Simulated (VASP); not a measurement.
# H12SO8 in VASP: notebook, part 2 of 2

VASP 6.6.1. The steps go on from the part before.

## 4. Single point, PBE+D3(BJ)

File INCAR:

```
SYSTEM = H12SO8
PREC     = Accurate       ! precision mode
ENCUT    = 520            ! plane-wave cutoff, eV
EDIFF    = 1E-6           ! SCF threshold, eV
ISMEAR   = -1             ! smearing method
SIGMA    = 0.02           ! smearing width, eV
LREAL    = .FALSE.        ! projectors in reciprocal space
LASPH    = .TRUE.         ! aspherical terms in the spheres
NELM     = 120            ! most SCF steps
ALGO     = Normal         ! electronic algorithm
ISIF     = 2              ! what is computed and relaxed
LWAVE    = .FALSE.        ! write WAVECAR
LCHARG   = .FALSE.        ! write CHGCAR
GGA      = PE             ! functional
IVDW     = 12             ! dispersion correction
NBANDS   = 49             ! bands
GGA_COMPAT= .FALSE.
```

File KPOINTS:

```
Automatic mesh
0
G
  1 1 1
  0 0 0
```

File POSCAR:

```
H12SO8
1.0
    5.8790600000      0.0000000000      0.0000000000
    0.0000000000      5.8790600000      0.0000000000
    0.0000000000      0.0000000000      5.8790600000
O H S
8 12 1
Direct
    0.8150452623      0.6667052216      0.7720622004
    0.0408738812      0.1633084201      0.1397502322
    0.2107649862      0.6288420258      0.2873078349
    0.5394910071      0.3770500726      0.0485111565
    0.3674567023     -0.1129602351      0.6932060568
    0.2046755774      0.3854697860      0.6792412392
    0.7384003565      0.8396580406      0.2974285005
    0.7433501274      1.1756811463      0.5431650638
    0.9682840454      0.7047895412      0.7732188479
    0.7939534551      0.5473494062      0.6545604229
   -0.1092181403      0.1767459424      0.0700962399
    0.1224345389      0.2972073767      0.1315006140
    0.3472663997      0.5774732695      0.1908128170
    0.1743986284      0.7755321429      0.2259204703
    0.6503930901      0.4904355458      0.0118046082
    0.4711637575      0.3375709722     -0.0975496083
    0.4078032883     -0.1732419809      0.5368035026
    0.4442717033      0.0282698254      0.7157436733
    0.2071419581      0.4645130344      0.5337417887
    0.2102547006      0.2099825482      0.6606838508
    0.8420563832      0.9625688460      0.4807571278
```

Potentials or basis: VASP PAW PBE potentials, release 64 (O, H, S).

Run with:

```console
$ cat potpaw_PBE.64/O/POTCAR potpaw_PBE.64/H/POTCAR potpaw_PBE.64/S/POTCAR > POTCAR
$ mpirun -np 1 vasp_gam > vasp.out
```

OUTCAR:

```text
SYSTEM = H12SO8
   PREC = Accurate
   ENCUT = 520
   EDIFF = 1E-6
   ISMEAR = -1
   LREAL = .FALSE.
   LASPH = .TRUE.
   NELM = 120
   ISIF = 2
   GGA = PE
   IVDW = 12
 IVDW          = 12

 ion  position               nearest neighbor table
   1  0.815  0.667  0.772-   9 0.93  10 0.99
   2  0.041  0.163  0.140-  12 0.92  11 0.98
   3  0.211  0.629  0.287-  14 0.96  13 1.03
   4  0.539  0.377  0.049-  15 0.96  16 0.98
   5  0.367  0.887  0.693-  18 0.95  17 1.01
   6  0.205  0.385  0.679-  19 0.97  20 1.04
   7  0.738  0.840  0.297-  21 1.43
   8  0.743  0.176  0.543-  21 1.43
   9  0.968  0.705  0.773-   1 0.93
  10  0.794  0.547  0.655-   1 0.99
  11  0.891  0.177  0.070-   2 0.98
  12  0.122  0.297  0.132-   2 0.92
  13  0.347  0.577  0.191-   3 1.03
  14  0.174  0.776  0.226-   3 0.96
  15  0.650  0.490  0.012-   4 0.96
  16  0.471  0.338  0.902-   4 0.98
  17  0.408  0.827  0.537-   5 1.01
  18  0.444  0.028  0.716-   5 0.95
  19  0.207  0.465  0.534-   6 0.97
  20  0.210  0.210  0.661-   6 1.04
  21  0.842  0.963  0.481-   8 1.43   7 1.43

  LATTYP: Found a simple cubic cell.
 ALAT       =     5.8790600000

  Lattice vectors:

 A1 = (   5.8790600000,   0.0000000000,   0.0000000000)
 A2 = (   0.0000000000,   5.8790600000,   0.0000000000)
 A3 = (   0.0000000000,   0.0000000000,   5.8790600000)

Analysis of symmetry for initial positions (statically):
=====================================================================
 Subroutine PRICEL returns:
 Original cell was already a primitive cell.

 Routine SETGRP: Setting up the symmetry group for a
 simple cubic supercell.

 Subroutine GETGRP returns: Found  1 space group operations
 (whereof  1 operations were pure point group operations)
[... 148 lines left out ...]
   IMIX   =      4    mixing-type and parameters
     AMIX     =   0.40;   BMIX     =  1.00
     AMIX_MAG =   1.60;   BMIX_MAG =  1.00
  volume/ion in A,a.u.               =       9.68        65.30
  Fermi-wavevector in a.u.,A,eV,Ry     =   1.125334  2.126574 17.230111  1.266377
  Thomas-Fermi vector in A             =   2.262011
   LORBIT       =      0    0 simple, 1 ext, 2 COOP (PROOUT), +10 PAW based schemes
   GGA     = PE    functional components
   LHFCALC =     F    Hartree Fock is set to
   AEXX    =    0.0000 exact exchange contribution
   IVDW    =    12    specifies the selected vdW correction
   LEPSILON=     F    determine dielectric tensor
   LRPA    =     F    only Hartree local field effects (RPA)
 non-spin polarized calculation
  energy-cutoff  :      520.00
  volume of cell :      203.20
 maximum number of plane-waves:      2725
 NGX is ok and might be reduce to    42
   NGX = 21   NGY = 21   NGZ = 21

 number of electron      66.0000004 magnetization

 Free energy of the ion-electron system (eV)
  ---------------------------------------------------
  ext. energy  EPLUGINS =         0.00000000
  ---------------------------------------------------
  free energy    TOTEN  =      -103.47351812 eV

  energy without entropy =     -103.47351812  energy(sigma->0) =     -103.47351812

 E-fermi :  -1.8864     XC(G=0):  -7.7319

 val. band max:       -2.3851113015   @ k =   0.0000   0.0000   0.0000
 cond. band min:       1.1789646329   @ k =   0.0000   0.0000   0.0000
 fundamental gap:      3.5640759344
 Fermi energy:        -1.8864133918

 k-point     1 :       0.0000    0.0000    0.0000
  band No.  band energies     occupation
      1     -24.1387      2.00000
      2     -21.8162      2.00000
      3     -21.5851      2.00000
      4     -21.3072      2.00000
      5     -21.0399      2.00000
      6     -20.9223      2.00000
[... 37 lines left out ...]
     44       8.3228      0.00000
     45       8.5185      0.00000
 [bands above 45 left out]

------------------------ aborting loop because EDIFF is reached ----------------------------------------

 Edisp (eV)   -1.05613

 E8    (eV) :    -0.2439

  FORCE on cell =-STRESS in cart. coord.  units (eV):
  Direction    XX          YY          ZZ          XY          YZ          ZX
  --------------------------------------------------------------------------------------
  -------------------------------------------------------------------------------------
  Total       5.56994     2.78406     0.82845     2.53893    -1.24590     0.40208
  in kB      43.91746    21.95159     6.53211    20.01881    -9.82356     3.17033
  external pressure =       24.13 kB  Pullay stress =        0.00 kB

 VOLUME and BASIS-vectors are now :
 -----------------------------------------------------------------------------
  energy-cutoff  :      520.00
  volume of cell :      203.20
      direct lattice vectors                 reciprocal lattice vectors
     5.879060000  0.000000000  0.000000000     0.170095219  0.000000000  0.000000000
     0.000000000  5.879060000  0.000000000     0.000000000  0.170095219  0.000000000
     0.000000000  0.000000000  5.879060000     0.000000000  0.000000000  0.170095219

 POSITION                                       TOTAL-FORCE (eV/Angst)
 -----------------------------------------------------------------------------------
      4.79170      3.91960      4.53900        -2.919252     -1.083650     -0.197133
      0.24030      0.96010      0.82160        -1.245483     -3.365823      0.138977
      1.23910      3.69700      1.68910         1.694950     -0.902733     -0.699935
      3.17170      2.21670      0.28520        -0.617527     -0.768055      0.642947
      2.16030      5.21496      4.07540        -0.676804     -1.223016     -1.125902
      1.20330      2.26620      3.99330         0.281276     -2.619644      0.967724
[... 13 lines left out ...]
      1.23610      1.23450      3.88420        -0.442659      2.529300     -0.326013
      4.95050      5.65900      2.82640         1.747690      0.188880     -0.318652
 -----------------------------------------------------------------------------------
    total drift:                                0.000942     -0.000462      0.000499

  FREE ENERGIE OF THE ION-ELECTRON SYSTEM (eV)
  ---------------------------------------------------
  free  energy   TOTEN  =      -104.5296506302 eV

  energy  without entropy=     -104.5296506301  energy(sigma->0) =     -104.52965063
```

OSZICAR:

```text
N       E                     dE             d eps       ncg     rms          rms(c)
DAV:   1     0.546059966449E+03    0.54606E+03   -0.37367E+04    98   0.126E+03
DAV:   2    -0.713597881251E+02   -0.61742E+03   -0.59892E+03   123   0.320E+02
DAV:   3    -0.114672274239E+03   -0.43312E+02   -0.43024E+02   124   0.911E+01
DAV:   4    -0.115225013106E+03   -0.55274E+00   -0.55160E+00   116   0.115E+01
DAV:   5    -0.115232150270E+03   -0.71372E-02   -0.71334E-02   116   0.127E+00    0.428E+01
DAV:   6    -0.103557862952E+03    0.11674E+02   -0.37326E+01   116   0.296E+01    0.239E+01
DAV:   7    -0.103523547527E+03    0.34315E-01   -0.23990E+00   124   0.742E+00    0.989E+00
DAV:   8    -0.103468329115E+03    0.55218E-01   -0.19894E-01   124   0.252E+00    0.185E+00
DAV:   9    -0.103470160395E+03   -0.18313E-02   -0.28290E-02   116   0.861E-01    0.401E-01
DAV:  10    -0.103472333737E+03   -0.21733E-02   -0.23630E-03   124   0.256E-01    0.186E-01
DAV:  11    -0.103473361644E+03   -0.10279E-02   -0.78021E-04   116   0.181E-01    0.700E-02
DAV:  12    -0.103473501672E+03   -0.14003E-03   -0.14141E-04   124   0.669E-02    0.221E-02
DAV:  13    -0.103473513623E+03   -0.11951E-04   -0.18573E-05   116   0.269E-02    0.107E-02
DAV:  14    -0.103473517677E+03   -0.40541E-05   -0.44780E-06   124   0.134E-02    0.729E-03
DAV:  15    -0.103473518120E+03   -0.44297E-06   -0.63072E-07    84   0.471E-03
   1 F= -.10452965E+03 E0= -.10452965E+03  d E =-.153783E-10
```

It took 18 s on 1 thread of Intel Xeon 6975P-C (Granite Rapids), shared host; peak memory 0.3 GiB.

Results:

| Quantity | Value |
| --- | --- |
| Free energy | -104.5297 eV |
| Pressure | 2.4 GPa |
| Largest force | 3.592 eV/Å |
| Band gap on the k mesh | 3.56 eV |
| Dispersion energy per atom | -0.050 eV |

Forces on the atoms (eV/Å):
```
O   -2.919 -1.084 -0.197
O   -1.245 -3.366  0.139
O    1.695 -0.903 -0.700
O   -0.618 -0.768  0.643
O   -0.677 -1.223 -1.126
O    0.281 -2.620  0.968
O   -1.009 -0.669 -0.658
O   -1.082  1.210  0.717
H    2.801  0.092  0.197
H    0.404  0.284  0.585
H    0.168  0.450  0.013
H    1.084  2.735 -0.283
H   -0.869 -0.002  0.688
H   -0.393  0.781 -0.329
H    0.841  0.925 -0.419
H   -0.310  0.435 -0.211
H   -0.440  0.714  1.365
H    0.866  0.491 -0.127
H    0.116 -0.200 -0.620
H   -0.443  2.529 -0.326
S    1.748  0.189 -0.319
```

Stress tensor (GPa, compression positive):
```
 4.39  2.00  0.32
 2.00  2.20 -0.98
 0.32 -0.98  0.65
```

Caveat: the k points lie up to 1.07 Å⁻¹ apart.
